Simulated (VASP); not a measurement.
# Ga2O3 (R-3c) in VASP: further runs

Runs on Ga2O3. Level: r2SCAN. Tasks: single point.

All numbers are computed with VASP 6.6.1; they aren't measurements. Logs are shortened: lines on timing, memory, paths and dates and some standing lists are left out, and cuts for length are marked.

### 1 The cell of the first run

Symmetry: R-3c, No. 167, trigonal system. The conventional cell has a = 4.985 Å, b = 4.985 Å, c = 14.114 Å, α = 90.00°, β = 90.00°, γ = 120.00°. Within 2.6 Å of Ga (site symmetry 3) lie 6 O at 1.94 to 2.12 Å. O (site symmetry 2) has 4 Ga at 1.94 to 2.12 Å and 2 O at 2.62 Å within 2.7 Å.

### 2 Single point, r2SCAN (strain +0.000 along x and y, +0.050 along z)

POSCAR reads:

```
Ga2O3
1.0
    2.4923023535      1.4389314347      4.7046999466
   -2.4923023535      1.4389314347      4.7046999466
    0.0000000000     -2.8778628693      4.7046999466
Ga O
4 6
Direct
    0.3554023483      0.3554023483      0.3554023483
    0.1445976517      0.1445976517      0.1445976517
    0.6445976517      0.6445976517      0.6445976517
    0.8554023483      0.8554023483      0.8554023483
    0.5536262452      0.9463737548      0.2500000000
    0.2500000000      0.5536262452      0.9463737548
    0.9463737548      0.2500000000      0.5536262452
    0.4463737548      0.0536262452      0.7500000000
    0.7500000000      0.4463737548      0.0536262452
    0.0536262452      0.7500000000      0.4463737548
```

INCAR.step1 reads:

```
SYSTEM = Ga2O3
PREC = Accurate
ENCUT = 520
ISMEAR = 0
SIGMA = 0.05
LREAL = .FALSE.
LASPH = .TRUE.
NELM = 60
NBANDS = 55
GGA = PE
ALGO = Normal
EDIFF = 1E-4
LWAVE = .TRUE.
LCHARG = .FALSE.
```

INCAR.step2 reads:

```
SYSTEM = Ga2O3
PREC = Accurate
ENCUT = 520
EDIFF = 1E-6
ISMEAR = 0
SIGMA = 0.05
LREAL = .FALSE.
LASPH = .TRUE.
NELM = 60
ALGO = Normal
ISIF = 2
LWAVE = .FALSE.
LCHARG = .FALSE.
METAGGA = R2SCAN
LMIXTAU = .TRUE.
NBANDS = 55
ISTART = 1
```

KPOINTS reads:

```
regular mesh
0
G
  6 6 6
  0 0 0
```

Potentials or basis: VASP PAW PBE potentials, release 64 (Ga_d, O).

Run with:

```bash
> cat potpaw_PBE.64/Ga_d/POTCAR potpaw_PBE.64/O/POTCAR > POTCAR
> cp INCAR.step1 INCAR
> mpirun -np 1 vasp_std > vasp.out
> cp INCAR.step2 INCAR
> mpirun -np 1 vasp_std > vasp.out
```

OUTCAR:

```text
SYSTEM = Ga2O3
   PREC = Accurate
   ENCUT = 520
   EDIFF = 1E-6
   ISMEAR = 0
   LREAL = .FALSE.
   LASPH = .TRUE.
   NELM = 60
   ISIF = 2
   METAGGA = R2SCAN
   ISTART = 1

 ion  position               nearest neighbor table
   1  0.355  0.355  0.355-   8 1.94   9 1.94  10 1.94   6 2.12   7 2.12   5 2.12
   2  0.145  0.145  0.145-   8 1.94  10 1.94   9 1.94   7 2.12   6 2.12   5 2.12
   3  0.645  0.645  0.645-   5 1.94   6 1.94   7 1.94   9 2.12  10 2.12   8 2.12
   4  0.855  0.855  0.855-   5 1.94   7 1.94   6 1.94  10 2.12   9 2.12   8 2.12
   5  0.554  0.946  0.250-   3 1.94   4 1.94   1 2.12   2 2.12
   6  0.250  0.554  0.946-   3 1.94   4 1.94   1 2.12   2 2.12
   7  0.946  0.250  0.554-   4 1.94   3 1.94   2 2.12   1 2.12
   8  0.446  0.054  0.750-   1 1.94   2 1.94   3 2.12   4 2.12
   9  0.750  0.446  0.054-   1 1.94   2 1.94   3 2.12   4 2.12
  10  0.054  0.750  0.446-   2 1.94   1 1.94   4 2.12   3 2.12

  LATTYP: Found a trigonal (rhomboedric) cell.
 ALAT       =     5.5150971236
 COS(alpha) =     0.5915629593

  Lattice vectors:

 A1 = (   2.4923023535,   1.4389314347,   4.7046999466)
 A2 = (  -2.4923023535,   1.4389314347,   4.7046999466)
 A3 = (   0.0000000000,  -2.8778628693,   4.7046999466)

Analysis of symmetry for initial positions (statically):
=====================================================================
 Subroutine PRICEL returns:
 Original cell was already a primitive cell.

 Routine SETGRP: Setting up the symmetry group for a
 trigonal (rhombohedral) supercell.

 Subroutine GETGRP returns: Found 12 space group operations
 (whereof  6 operations were pure point group operations)
 out of a pool of 12 trial point group operations.

The static configuration has the point symmetry S_6 .
 The point group associated with its full space group is D_3d.

Analysis of symmetry for dynamics (positions and initial velocities):
=====================================================================
 Subroutine PRICEL returns:
 Original cell was already a primitive cell.

 Routine SETGRP: Setting up the symmetry group for a
 trigonal (rhombohedral) supercell.

 Subroutine GETGRP returns: Found 12 space group operations
 (whereof  6 operations were pure point group operations)
 out of a pool of 12 trial point group operations.

The dynamic configuration has the point symmetry S_6 .
 The point group associated with its full space group is D_3d.

 Subroutine INISYM returns: Found 12 space group operations
 (whereof  6 operations are pure point group operations),
 and found     1 'primitive' translations

----------------------------------------------------------------------------------------

                                     Primitive cell

  volume of cell :     101.2334

  direct lattice vectors                    reciprocal lattice vectors
     2.492302353  1.438931435  4.704699947     0.200617714  0.115826691  0.070851135
    -2.492302353  1.438931435  4.704699947    -0.200617714  0.115826691  0.070851135
     0.000000000 -2.877862869  4.704699947     0.000000000 -0.231653382  0.070851135

  length of vectors
     5.515097124  5.515097124  5.515097124     0.242246100  0.242246100  0.242246100

  position of ions in fractional coordinates (direct lattice)
     0.355402348  0.355402348  0.355402348
     0.144597652  0.144597652  0.144597652
     0.644597652  0.644597652  0.644597652
     0.855402348  0.855402348  0.855402348
     0.553626245  0.946373755  0.250000000
     0.250000000  0.553626245  0.946373755
     0.946373755  0.250000000  0.553626245
     0.446373755  0.053626245  0.750000000
     0.750000000  0.446373755  0.053626245
     0.053626245  0.750000000  0.446373755

  ion indices of the primitive-cell ions
   primitive index   ion index
                 1           1
                 2           2
                 3           3
                 4           4
                 5           5
                 6           6
                 7           7
                 8           8
                 9           9
                10          10

----------------------------------------------------------------------------------------

 KPOINTS: regular mesh

Automatic generation of k-mesh.
 Grid dimensions read from file:
 generate k-points for:    6    6    6

 Generating k-lattice:

  Cartesian coordinates                     Fractional coordinates (reciprocal lattice)
     0.033436286  0.019304449  0.011808523     0.166666667  0.000000000  0.000000000
    -0.033436286  0.019304449  0.011808523     0.000000000  0.166666667  0.000000000
     0.000000000 -0.038608897  0.011808523    -0.000000000 -0.000000000  0.166666667

  Length of vectors
     0.040374350  0.040374350  0.040374350

  Shift w.r.t. Gamma in fractional coordinates (k-lattice)
     0.000000000  0.000000000  0.000000000

 Subroutine IBZKPT returns following result:
 ===========================================

 Found     32 irreducible k-points:

 Following reciprocal coordinates:
            Coordinates               Weight
  0.000000  0.000000  0.000000      1.000000
  0.166667  0.000000 -0.000000      6.000000
  0.333333  0.000000 -0.000000      6.000000
  0.500000  0.000000 -0.000000      3.000000
  0.166667  0.166667 -0.000000      6.000000
  0.333333  0.166667 -0.000000     12.000000
[... 16 lines left out ...]
  0.500000  0.500000  0.166667      6.000000
 -0.333333  0.500000  0.166667     12.000000
 [... further k-points ...]
   k-points           NKPTS =     32   k-points in BZ     NKDIM =     32   number of bands    NBANDS=     55
   number of dos      NEDOS =    301   number of ions     NIONS =     10
   total plane-waves  NPLWV =  74088
   dimension x,y,z NGX =    42 NGY =   42 NGZ =   42
   dimension x,y,z NGXF=    84 NGYF=   84 NGZF=   84
   ions per type =               4   6
   NGX,Y,Z   is equivalent  to a cutoff of  12.66, 12.66, 12.66 a.u.
   NGXF,Y,Z  is equivalent  to a cutoff of  25.32, 25.32, 25.32 a.u.
 SYSTEM =  Ga2O3
   PREC   = accura    normal or accurate (medium, high low for compatibility)
   ISTART =      1    job   : 0-new  1-cont  2-samecut
   ICHARG =      0    charge: 1-file 2-atom 10-const
   ISPIN  =      1    spin polarized calculation?
   LNONCOLLINEAR =      F non collinear calculations
   LSORBIT =      F    spin-orbit coupling
   LASPH  =      T    aspherical Exc in radial PAW
   ENCUT  =  520.0 eV  38.22 Ry    6.18 a.u.  10.25 10.25 10.25*2*pi/ulx,y,z
   NELM   =     60;   NELMIN=  2; NELMDL=  0     # of ELM steps
   EDIFF  = 0.1E-05   stopping-criterion for ELM
   LREAL  =      F    real-space projection
   EDIFFG = 0.1E-04   stopping-criterion for IOM
   NSW    =      0    number of steps for IOM
   IBRION =     -1    ionic relax: 0-MD 1-quasi-New 2-CG
   NFREE  =      0    steps in history (QN), initial steepest desc. (CG)
   ISIF   =      2    stress and relaxation
   ISYM   =      2    0-nonsym 1-usesym 2-fastsym
   POTIM  = 0.5000    time-step for ionic-motion
   TEBEG  =    0.0;   TEEND  =   0.0 temperature during run
   PSTRESS=    0.0 pullay stress
   NELECT =      88.0000    total number of electrons
   NUPDOWN=      -1.0000    fix difference up-down
   EMIN   =  10.00;   EMAX   =-10.00  energy-range for DOS
   EFERMI =   0.00;   METHOD = LEGACY
   ISMEAR =     0;   SIGMA  =   0.05  broadening in eV -4-tet -1-fermi 0-gaus
   EFERMI_NEDOS =   21; number of points for ismear=-14 and -15
   IALGO  =     38    algorithm
   IMIX   =      4    mixing-type and parameters
     AMIX     =   0.40;   BMIX     =  1.00
     AMIX_MAG =   1.60;   BMIX_MAG =  1.00
  volume/ion in A,a.u.               =      10.12        68.32
  Fermi-wavevector in a.u.,A,eV,Ry     =   1.562408  2.952523 33.213427  2.441118
  Thomas-Fermi vector in A             =   2.665331
   LORBIT       =      0    0 simple, 1 ext, 2 COOP (PROOUT), +10 PAW based schemes
   METAGGA = R2SCAN    functional components
   LHFCALC =     F    Hartree Fock is set to
   AEXX    =    0.0000 exact exchange contribution
   IVDW    =     0    specifies the selected vdW correction
   LEPSILON=     F    determine dielectric tensor
   LRPA    =     F    only Hartree local field effects (RPA)
 non-spin polarized calculation
 Gauss-broadening in eV      SIGMA  =   0.05
  energy-cutoff  :      520.00
  volume of cell :      101.23
 maximum number of plane-waves:      2744
 NGX is ok and might be reduce to    42
   NGX = 21   NGY = 21   NGZ = 21

 number of electron      87.9999992 magnetization

 Free energy of the ion-electron system (eV)
  ---------------------------------------------------
  ext. energy  EPLUGINS =         0.00000000
  ---------------------------------------------------
  free energy    TOTEN  =      -102.09561860 eV

  energy without entropy =     -102.09561860  energy(sigma->0) =     -102.09561860

 E-fermi :   3.9520     XC(G=0): -12.8499

 val. band max:        3.6491174053   @ k =  -0.1667   0.1667   0.0000
 cond. band min:       6.6099998399   @ k =   0.0000   0.0000   0.0000
 fundamental gap:      2.9608824346
 Fermi energy:         3.9519885267

 k-point     1 :       0.0000    0.0000    0.0000
  band No.  band energies     occupation
      1     -15.9457      2.00000
      2     -14.2870      2.00000
      3     -14.1295      2.00000
      4     -14.1295      2.00000
      5     -14.0796      2.00000
      6     -14.0796      2.00000
[... 47 lines left out ...]
     54      15.2691      0.00000
     55      16.3031      0.00000

 k-point     2 :       0.1667    0.0000   -0.0000
  band No.  band energies     occupation
      1     -15.8286      2.00000
      2     -14.3273      2.00000
      3     -14.1663      2.00000
      4     -14.1408      2.00000
      5     -14.1311      2.00000
      6     -14.0965      2.00000
[... 47 lines left out ...]
     54      16.0638      0.00000
     55      16.1275      0.00000
[... 1216 lines left out ...]
     54      16.4160      0.00000
     55      16.5836      0.00000

 k-point    24 :      -0.3333    0.5000    0.1667
  band No.  band energies     occupation
      1     -15.0195      2.00000
      2     -14.7547      2.00000
      3     -14.4529      2.00000
      4     -14.3422      2.00000
      5     -14.1585      2.00000
      6     -14.1172      2.00000
[... 47 lines left out ...]
     54      16.3194      0.00000
     55      16.5904      0.00000

 [... further k-points ...]

------------------------ aborting loop because EDIFF is reached ----------------------------------------

  FORCE on cell =-STRESS in cart. coord.  units (eV):
  Direction    XX          YY          ZZ          XY          YZ          ZX
  --------------------------------------------------------------------------------------
  -------------------------------------------------------------------------------------
  Total       -2.2325934     -2.2325934    -10.4597137     -0.0000000     -0.0000000      0.0000000
  in kB      -35.3342774    -35.3342774   -165.5413031     -0.0000000     -0.0000000      0.0000000
  external PRESSURE =     -78.7366193 kB  Pullay stress =       0.0000000 kB

 VOLUME and BASIS-vectors are now :
 -----------------------------------------------------------------------------
  energy-cutoff  :      520.00
  volume of cell :      101.23
      direct lattice vectors                 reciprocal lattice vectors
     2.492302353  1.438931435  4.704699947     0.200617714  0.115826691  0.070851135
    -2.492302353  1.438931435  4.704699947    -0.200617714  0.115826691  0.070851135
     0.000000000 -2.877862869  4.704699947     0.000000000 -0.231653382  0.070851135

 POSITION                                       TOTAL-FORCE (eV/Angst)
 -----------------------------------------------------------------------------------
      0.00000      0.00000      5.01618         0.000000     -0.000000     -0.266362
      0.00000      0.00000      2.04087         0.000000      0.000000      0.266362
      0.00000      0.00000      9.09792         0.000000      0.000000      0.266362
      0.00000      0.00000     12.07323         0.000000     -0.000000     -0.266362
     -0.97885      1.43893      8.23322        -0.008359     -0.000000     -0.000000
     -0.75673     -1.56717      8.23322         0.004180     -0.007239      0.000000
      1.73557      0.12824      8.23322         0.004180      0.007239      0.000000
      0.97885     -1.43893      5.88087         0.008359     -0.000000     -0.000000
      0.75673      1.56717      5.88087        -0.004180      0.007239      0.000000
     -1.73557     -0.12824      5.88087        -0.004180     -0.007239      0.000000
 -----------------------------------------------------------------------------------
    total drift:                               -0.000000     -0.000000      0.000000

  FREE ENERGIE OF THE ION-ELECTRON SYSTEM (eV)
  ---------------------------------------------------
  free  energy   TOTEN  =      -102.0956185989 eV

  energy  without entropy=     -102.0956185989  energy(sigma->0) =     -102.09561860
```

Wall time 34 min (1 thread of Intel Xeon 8259CL, shared host); peak memory 0.36 GiB.

Results:

* Free energy: -102.0956 eV
* Pressure: -7.9 GPa
* Largest force: 0.266 eV/Å
* Band gap on the k mesh: 2.96 eV (least direct gap 3.14 eV)

Forces in eV/Å, atoms in the order of the input:
```
Ga   0.000  0.000 -0.266
Ga   0.000  0.000  0.266
Ga   0.000  0.000  0.266
Ga   0.000  0.000 -0.266
O   -0.008  0.000  0.000
O    0.004 -0.007  0.000
O    0.004  0.007  0.000
O    0.008  0.000  0.000
O   -0.004  0.007  0.000
O   -0.004 -0.007  0.000
```

Caveat: the cell differs from its parent crystal (strain +0.000 along x and y, +0.050 along z); the stress differs along the axes, from -17 to -4 GPa; the PAW data sets were made with another functional, which shifts forces and pressure a little. A k mesh can miss the band edges.

### 3 Single point, r2SCAN (strain +0.025 along x and y, +0.000 along z)

Changes to POSCAR since step 2:

```diff
@@ -2,5 +2,5 @@
 1.0
-    2.4923023535      1.4389314347      4.7046999466
-   -2.4923023535      1.4389314347      4.7046999466
-    0.0000000000     -2.8778628693      4.7046999466
+    2.5546099123      1.4749047206      4.4806666158
+   -2.5546099123      1.4749047206      4.4806666158
+    0.0000000000     -2.9498094411      4.4806666158
 Ga O
```

INCAR.step1 reads:

```
SYSTEM = Ga2O3
ALGO = Normal ; EDIFF = 1E-4
ENCUT = 520 ; GGA = PE
ISMEAR = 0 ; LASPH = .TRUE.
LCHARG = .FALSE. ; LREAL = .FALSE.
LWAVE = .TRUE. ; NBANDS = 55
NELM = 100 ; PREC = Accurate
SIGMA = 0.05
```

INCAR.step2 reads:

```
SYSTEM = Ga2O3
ALGO = Normal ; EDIFF = 1E-6
ENCUT = 520 ; ISIF = 2
ISMEAR = 0 ; ISTART = 1
LASPH = .TRUE. ; LCHARG = .TRUE.
LELF = .TRUE. ; LMIXTAU = .TRUE.
LREAL = .FALSE. ; LVHAR = .TRUE.
LWAVE = .FALSE. ; METAGGA = R2SCAN
NBANDS = 55 ; NELM = 100
PREC = Accurate ; SIGMA = 0.05
```

KPOINTS reads:

```
k-points
0
G
  6 6 6
  0 0 0
```

Potentials or basis: VASP PAW PBE potentials, release 64 (Ga_d, O).

Run with:

```bash
> cat potpaw_PBE.64/Ga_d/POTCAR potpaw_PBE.64/O/POTCAR > POTCAR
> cp INCAR.step1 INCAR
> mpirun -np 1 vasp_std > vasp.out
> cp INCAR.step2 INCAR
> mpirun -np 1 vasp_std > vasp.out
```

Wall time 21 min (1 thread of Intel Xeon 8259CL, shared host); peak memory 0.34 GiB.

Results (log left out):

```yaml
Free_energy: -102.1747 eV
Pressure: -9.4 GPa
Largest_force: 0.099 eV/Å
Band_gap_on_the_k_mesh: 2.96 eV (least direct gap 3.17 eV)
```

Forces in eV/Å, atoms in the order of the input:
```
Ga   0.000  0.000  0.099
Ga   0.000  0.000 -0.099
Ga   0.000  0.000 -0.099
Ga   0.000  0.000  0.099
O   -0.045  0.000  0.000
O    0.023 -0.039  0.000
O    0.023  0.039  0.000
O    0.045  0.000  0.000
O   -0.023  0.039  0.000
O   -0.023 -0.039  0.000
```

Stress tensor (GPa, compression positive):
```
-11.91   0.00   0.00
  0.00 -11.91   0.00
  0.00   0.00  -4.25
```

Levels at points of the mesh, in eV from the valence-band top:
```
           k point  band 40  band 41  band 42  band 43  band 44  band 45  band 46  band 47  band 48  band 49
(0.00, 0.00, 0.00)    -0.40    -0.40    -0.28    -0.28    -0.21     2.96     7.04     7.16     9.06    10.54
(0.50, 0.00, 0.00)    -1.17    -0.90    -0.90    -0.13    -0.13     6.68     6.68     7.00     7.00    10.29
(0.50, 0.50, 0.00)    -1.02    -0.86    -0.65    -0.23    -0.14     6.78     6.99     7.82     7.94     9.24
(0.50, 0.50, 0.50)    -1.41    -0.37    -0.37    -0.37    -0.37     6.06     6.06     8.24     8.24     9.78
```

Caveat: the cell differs from its parent crystal (strain +0.025 along x and y, +0.000 along z); the stress differs along the axes, from -12 to -4 GPa; the PAW data sets were made with another functional, which shifts forces and pressure a little. A k mesh can miss the band edges.
